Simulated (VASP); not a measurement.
# Ti12B in VASP: notebook

Ti12B is run at these levels: PBE; tasks: single point.

Program: VASP 6.6.1. These are calculated values, not measurements. Logs are shortened: lines on timing, memory, paths and dates and some standing lists are left out, and cuts for length are marked.

## 1. The cell of the first run

The cell holds a slab with vacuum, 13 atoms: a = 5.815 Å, b = 5.815 Å, c = 19.994 Å, α = 90.00°, β = 90.00°, γ = 120.00°.

## 2. Single point, PBE

File INCAR:

```
ALGO = Normal ; DIPOL = 0.5 0.5 0.329
EDIFF = 1E-6 ; ENCUT = 520
GGA = PE ; IDIPOL = 3
ISIF = 2 ; ISMEAR = 0
LASPH = T ; LCHARG = F
LDIPOL = T ; LREAL = F
LWAVE = F ; NBANDS = 86
NELM = 80 ; PREC = Accurate
SIGMA = 0.1
```

File KPOINTS:

```
k-points
0
Gamma
  6 6 1
```

File POSCAR:

```
Ti12B
1.0
    5.8150893888      0.0000000000      0.0000000000
   -2.9075446944      5.0360151360      0.0000000000
    0.0000000000      0.0000000000     19.9935258287
Ti B
12 1
Direct
    0.3333333333      0.1666666667      0.2000647627
    0.3333333333      0.6666666667      0.2000647627
    0.8333333333      0.1666666667      0.2000647627
    0.8333333333      0.6666666667      0.2000647627
    0.1666666667      0.3333333333      0.3124429309
    0.1666666667      0.8333333333      0.3124429309
    0.6666666667      0.3333333333      0.3124429309
    0.6666666667      0.8333333333      0.3124429309
    0.0000000000      0.0000000000      0.4248138073
    0.0000000000      0.5000000000      0.4248138073
    0.5000000000      0.0000000000      0.4248138073
    0.5000000000      0.5000000000      0.4248138073
    0.0000000000      0.0000000000      0.5224178721
```

Potentials or basis: VASP PAW PBE potentials, release 64 (Ti_sv, B).

Launch:

```sh
$ cat potpaw_PBE.64/Ti_sv/POTCAR potpaw_PBE.64/B/POTCAR > POTCAR
$ mpirun -np 1 vasp_std > vasp.out
```

OUTCAR:

```text
EDIFF = 1E-6
   ENCUT = 520
   GGA = PE
   ISIF = 2
   ISMEAR = 0
   LASPH = T
   LREAL = F
   NELM = 80
   PREC = Accurate

 ion  position               nearest neighbor table
   1  0.333  0.167  0.200-   5 2.80   7 2.80   6 2.80   3 2.91   3 2.91   2 2.91   2 2.91   4 2.91
                             4 2.91
   2  0.333  0.667  0.200-   6 2.80   8 2.80   5 2.80   4 2.91   4 2.91   3 2.91   1 2.91   1 2.91
                             3 2.91
   3  0.833  0.167  0.200-   7 2.80   5 2.80   8 2.80   1 2.91   1 2.91   2 2.91   4 2.91   4 2.91
                             2 2.91
   4  0.833  0.667  0.200-   8 2.80   6 2.80   7 2.80   2 2.91   2 2.91   1 2.91   3 2.91   3 2.91
                             1 2.91
   5  0.167  0.333  0.312-  12 2.80   9 2.80  10 2.80   1 2.80   3 2.80   2 2.80   7 2.91   7 2.91
                             6 2.91   6 2.91   8 2.91   8 2.91
   6  0.167  0.833  0.312-  11 2.80  10 2.80   9 2.80   2 2.80   4 2.80   1 2.80   8 2.91   8 2.91
                             7 2.91   5 2.91   5 2.91   7 2.91
   7  0.667  0.333  0.312-  10 2.80  11 2.80  12 2.80   3 2.80   1 2.80   4 2.80   5 2.91   5 2.91
                             6 2.91   8 2.91   8 2.91   6 2.91
   8  0.667  0.833  0.312-   9 2.80  12 2.80  11 2.80   4 2.80   2 2.80   3 2.80   6 2.91   6 2.91
                             5 2.91   7 2.91   7 2.91   5 2.91
   9  0.000  0.000  0.425-  13 1.95   8 2.80   5 2.80   6 2.80  11 2.91  11 2.91  10 2.91  10 2.91
                            12 2.91  12 2.91
  10  0.000  0.500  0.425-   7 2.80   6 2.80   5 2.80  12 2.91  12 2.91   9 2.91   9 2.91  11 2.91
                            11 2.91
  11  0.500  0.000  0.425-   6 2.80   7 2.80   8 2.80   9 2.91   9 2.91  12 2.91  12 2.91  10 2.91
                            10 2.91
  12  0.500  0.500  0.425-   5 2.80   8 2.80   7 2.80  10 2.91  10 2.91  11 2.91  11 2.91   9 2.91
                             9 2.91
  13  0.000  0.000  0.522-   9 1.95

  LATTYP: Found a hexagonal cell.
 ALAT       =     5.8150893888
 C/A-ratio  =     3.4382147018

  Lattice vectors:

 A1 = (   5.8150893888,   0.0000000000,   0.0000000000)
 A2 = (  -2.9075446944,   5.0360151360,   0.0000000000)
 A3 = (   0.0000000000,   0.0000000000,  19.9935258287)

Analysis of symmetry for initial positions (statically):
=====================================================================
 Subroutine PRICEL returns:
 Original cell was already a primitive cell.

 Routine SETGRP: Setting up the symmetry group for a
 hexagonal supercell.

 Subroutine GETGRP returns: Found  6 space group operations
 (whereof  6 operations were pure point group operations)
 out of a pool of 24 trial point group operations.

The static configuration has the point symmetry C_3v.

Analysis of symmetry for dynamics (positions and initial velocities):
=====================================================================
 Subroutine PRICEL returns:
 Original cell was already a primitive cell.

 Routine SETGRP: Setting up the symmetry group for a
 hexagonal supercell.

 Subroutine GETGRP returns: Found  6 space group operations
 (whereof  6 operations were pure point group operations)
 out of a pool of 24 trial point group operations.

The dynamic configuration has the point symmetry C_3v.

 Subroutine INISYM returns: Found  6 space group operations
 (whereof  6 operations are pure point group operations),
 and found     1 'primitive' translations

----------------------------------------------------------------------------------------

                                     Primitive cell

  volume of cell :     585.5080

  direct lattice vectors                    reciprocal lattice vectors
     5.815089389  0.000000000  0.000000000     0.171966402  0.099284849  0.000000000
    -2.907544694  5.036015136  0.000000000     0.000000000  0.198569697  0.000000000
     0.000000000  0.000000000 19.993525829     0.000000000  0.000000000  0.050016191

  length of vectors
     5.815089389  5.815089389 19.993525829     0.198569697  0.198569697  0.050016191

  position of ions in fractional coordinates (direct lattice)
     0.333333333  0.166666667  0.200064763
     0.333333333  0.666666667  0.200064763
     0.833333333  0.166666667  0.200064763
     0.833333333  0.666666667  0.200064763
     0.166666667  0.333333333  0.312442931
     0.166666667  0.833333333  0.312442931
     0.666666667  0.333333333  0.312442931
     0.666666667  0.833333333  0.312442931
[... 44 lines left out ...]
 ===========================================

 Found      7 irreducible k-points:

 Following reciprocal coordinates:
            Coordinates               Weight
  0.000000  0.000000  0.000000      1.000000
  0.166667  0.000000  0.000000      6.000000
  0.333333  0.000000  0.000000      6.000000
  0.500000  0.000000  0.000000      3.000000
  0.166667  0.166667  0.000000      6.000000
  0.333333  0.166667  0.000000     12.000000
  0.333333  0.333333  0.000000      2.000000
   k-points           NKPTS =      7   k-points in BZ     NKDIM =      7   number of bands    NBANDS=     86
   number of dos      NEDOS =    301   number of ions     NIONS =     13
   total plane-waves  NPLWV = 345600
   dimension x,y,z NGX =    48 NGY =   48 NGZ =  150
   dimension x,y,z NGXF=    96 NGYF=   96 NGZF=  300
   ions per type =              12   1
   NGX,Y,Z   is equivalent  to a cutoff of  13.72, 13.72, 12.47 a.u.
   NGXF,Y,Z  is equivalent  to a cutoff of  27.45, 27.45, 24.94 a.u.
 SYSTEM =  unknown system
   PREC   = accura    normal or accurate (medium, high low for compatibility)
   ISTART =      0    job   : 0-new  1-cont  2-samecut
   ICHARG =      2    charge: 1-file 2-atom 10-const
   ISPIN  =      1    spin polarized calculation?
   LNONCOLLINEAR =      F non collinear calculations
   LSORBIT =      F    spin-orbit coupling
   LASPH  =      T    aspherical Exc in radial PAW
   ENCUT  =  520.0 eV  38.22 Ry    6.18 a.u.  10.81 10.81 37.17*2*pi/ulx,y,z
   NELM   =     80;   NELMIN=  2; NELMDL= -5     # of ELM steps
   EDIFF  = 0.1E-05   stopping-criterion for ELM
   LREAL  =      F    real-space projection
   EDIFFG = 0.1E-04   stopping-criterion for IOM
   NSW    =      0    number of steps for IOM
   IBRION =     -1    ionic relax: 0-MD 1-quasi-New 2-CG
   NFREE  =      0    steps in history (QN), initial steepest desc. (CG)
   ISIF   =      2    stress and relaxation
   ISYM   =      2    0-nonsym 1-usesym 2-fastsym
   POTIM  = 0.5000    time-step for ionic-motion
   TEBEG  =    0.0;   TEEND  =   0.0 temperature during run
   PSTRESS=    0.0 pullay stress
   NELECT =     147.0000    total number of electrons
   NUPDOWN=      -1.0000    fix difference up-down
   EMIN   =  10.00;   EMAX   =-10.00  energy-range for DOS
   EFERMI =   0.00;   METHOD = LEGACY
   ISMEAR =     0;   SIGMA  =   0.10  broadening in eV -4-tet -1-fermi 0-gaus
   EFERMI_NEDOS =   21; number of points for ismear=-14 and -15
   IALGO  =     38    algorithm
   IMIX   =      4    mixing-type and parameters
     AMIX     =   0.40;   BMIX     =  1.00
     AMIX_MAG =   1.60;   BMIX_MAG =  1.00
  volume/ion in A,a.u.               =      45.04       303.94
  Fermi-wavevector in a.u.,A,eV,Ry     =   1.032769  1.951650 14.512122  1.066611
  Thomas-Fermi vector in A             =   2.166982
   LORBIT       =      0    0 simple, 1 ext, 2 COOP (PROOUT), +10 PAW based schemes
   GGA     = PE    functional components
   LHFCALC =     F    Hartree Fock is set to
   AEXX    =    0.0000 exact exchange contribution
   IVDW    =     0    specifies the selected vdW correction
   LEPSILON=     F    determine dielectric tensor
   LRPA    =     F    only Hartree local field effects (RPA)
 non-spin polarized calculation
 Gauss-broadening in eV      SIGMA  =   0.10
  energy-cutoff  :      520.00
  volume of cell :      585.51
 maximum number of plane-waves:     15843
 NGX is ok and might be reduce to    48
   NGX = 21   NGY = 21   NGZ = 75

 dipolmoment           0.000000      0.000000     -0.005527 electrons x Angstroem

 number of electron     146.9999974 magnetization

 dipolmoment           0.000000      0.000000      0.042768 electrons x Angstroem

 Free energy of the ion-electron system (eV)
  ---------------------------------------------------
  ext. energy  EPLUGINS =         0.00000000
  ---------------------------------------------------
  free energy    TOTEN  =       -90.60316081 eV

  energy without entropy =      -90.45957904  energy(sigma->0) =      -90.53136992

 E-fermi :   0.1928     XC(G=0):  -5.2617

 val. band max:        0.1849149294   @ k =   0.1667   0.1667   0.0000
 cond. band min:       0.1970242392   @ k =   0.3333   0.1667   0.0000
 fundamental gap:      0.0121093098
 Fermi energy:         0.1928469455

 k-point     1 :       0.0000    0.0000    0.0000
  band No.  band energies     occupation
      1     -56.7331      2.00000
      2     -56.6675      2.00000
      3     -56.6675      2.00000
      4     -56.6258      2.00000
      5     -56.5443      2.00000
      6     -56.5443      2.00000
[... 605 lines left out ...]
     84       1.0133      0.00000
     85       1.0994      0.00000
 [bands above 85 left out]

------------------------ aborting loop because EDIFF is reached ----------------------------------------

 vacuum level on the upper side and lower side of the slab       (xc-potential included)        -0.096        -0.356

  FORCE on cell =-STRESS in cart. coord.  units (eV):
  Direction    XX          YY          ZZ          XY          YZ          ZX
  --------------------------------------------------------------------------------------
  -------------------------------------------------------------------------------------
  Total       -2.6852962     -2.6852962      0.9630863      0.0000000      0.0000000      0.0000000
  in kB       -7.3480138     -7.3480138      2.6353783      0.0000000      0.0000000      0.0000000
  external PRESSURE =      -4.0202164 kB  Pullay stress =       0.0000000 kB

 VOLUME and BASIS-vectors are now :
 -----------------------------------------------------------------------------
  energy-cutoff  :      520.00
  volume of cell :      585.51
      direct lattice vectors                 reciprocal lattice vectors
     5.815089389  0.000000000  0.000000000     0.171966402  0.099284849  0.000000000
    -2.907544694  5.036015136  0.000000000     0.000000000  0.198569697  0.000000000
     0.000000000  0.000000000 19.993525829     0.000000000  0.000000000  0.050016191

 POSITION                                       TOTAL-FORCE (eV/Angst)
 -----------------------------------------------------------------------------------
      1.45377      0.83934      4.00000         0.002044      0.001180      0.043855
     -0.00000      3.35734      4.00000        -0.000000      0.000000      0.059082
      4.36132      0.83934      4.00000        -0.002044      0.001180      0.043855
      2.90754      3.35734      4.00000         0.000000     -0.002360      0.043855
      0.00000      1.67867      6.24684        -0.000000      0.132094     -0.224526
     -1.45377      4.19668      6.24684         0.114397     -0.066047     -0.224526
      2.90754      1.67867      6.24684        -0.000000      0.000000     -0.120762
      1.45377      4.19668      6.24684        -0.114397     -0.066047     -0.224526
      0.00000      0.00000      8.49353         0.000000      0.000000     -1.968696
     -1.45377      2.51801      8.49353         0.105021      0.060634      0.842693
      2.90754      0.00000      8.49353        -0.000000     -0.121268      0.842693
      1.45377      2.51801      8.49353        -0.105021      0.060634      0.842693
      0.00000      0.00000     10.44498         0.000000      0.000000      0.044312
 -----------------------------------------------------------------------------------
    total drift:                                0.000000     -0.000000      0.000853

  FREE ENERGIE OF THE ION-ELECTRON SYSTEM (eV)
  ---------------------------------------------------
  free  energy   TOTEN  =       -90.6031608098 eV

  energy  without entropy=      -90.4595790374  energy(sigma->0) =      -90.53136992

 vacuum level on the upper side and lower side of the slab         4.845         4.575
```

It took 30 min on 1 thread of Intel Xeon Platinum 8488C (Sapphire Rapids), shared host; peak memory 0.81 GiB.

Results:

```yaml
Free_energy: -90.6032 eV
Largest_force: 1.969 eV/Å
Band_gap_on_the_k_mesh: zero (an odd number of electrons rules out a gap without spin polarisation)
```

Forces on the atoms (eV/Å):
```
Ti   0.002  0.001  0.044
Ti   0.000  0.000  0.059
Ti  -0.002  0.001  0.044
Ti   0.000 -0.002  0.044
Ti   0.000  0.132 -0.225
Ti   0.114 -0.066 -0.225
Ti   0.000  0.000 -0.121
Ti  -0.114 -0.066 -0.225
Ti   0.000  0.000 -1.969
Ti   0.105  0.061  0.843
Ti   0.000 -0.121  0.843
Ti  -0.105  0.061  0.843
B    0.000  0.000  0.044
```

## 3. Single point, PBE

File INCAR:

```
PREC     = Accurate       # precision mode
ENCUT    = 520            # plane-wave cutoff, eV
EDIFF    = 1E-7           # SCF threshold, eV
ISMEAR   = 0              # smearing method
SIGMA    = 0.1            # smearing width, eV
LREAL    = F              # projectors in reciprocal space
LASPH    = T              # aspherical terms in the spheres
NELM     = 60             # most SCF steps
ALGO     = Normal         # electronic algorithm
ISIF     = 2              # what is computed and relaxed
LWAVE    = F              # write WAVECAR
LCHARG   = F              # write CHGCAR
LDIPOL   = T            
IDIPOL   = 3            
DIPOL    = 0.5 0.5 0.326
GGA      = PE             # functional
NBANDS   = 86             # bands
```

File KPOINTS:

```
regular mesh
0
Gamma
  6 6 1
```

POSCAR, as its differences from that of step 2:

```diff
@@ -20,2 +20,2 @@
     0.5000000000      0.5000000000      0.4248138073
-    0.0000000000      0.0000000000      0.5224178721
+    0.1666666667      0.3333333333      0.4896537594
```

Potentials or basis: VASP PAW PBE potentials, release 64 (Ti_sv, B).

Launch:

```sh
$ cat potpaw_PBE.64/Ti_sv/POTCAR potpaw_PBE.64/B/POTCAR > POTCAR
$ mpirun -np 1 vasp_std > vasp.out
```

It took 26 min on 1 thread of Intel Xeon Platinum 8488C (Sapphire Rapids), shared host; peak memory 0.84 GiB.

It converged, with:

```
Free energy            : -92.4666 eV
Largest force          : 0.841 eV/Å
Band gap on the k mesh : zero (an odd number of electrons rules out a gap without spin polarisation)
```

Forces in eV/Å, atoms in the order of the input:
```
Ti  -0.059  0.034  0.099
Ti   0.000 -0.069  0.099
Ti   0.059  0.034  0.099
Ti   0.000  0.000  0.092
Ti   0.000  0.000 -0.760
Ti   0.120  0.069 -0.184
Ti   0.000 -0.138 -0.184
Ti  -0.120  0.069 -0.184
Ti   0.000 -0.278  0.022
Ti  -0.241  0.139  0.022
Ti   0.000  0.000  0.841
Ti   0.241  0.139  0.022
B    0.000  0.000  0.014
```

Levels at points of the mesh, in eV from the Fermi level:
```
           k point  band 70  band 71  band 72  band 73  band 74  band 75  band 76  band 77
(0.00, 0.00, 0.00)    -0.17    -0.05     0.45     0.45     0.47     0.69     0.71     0.71
(0.50, 0.00, 0.00)    -0.40    -0.36    -0.35    -0.29    -0.15    -0.04    -0.02     0.00
```
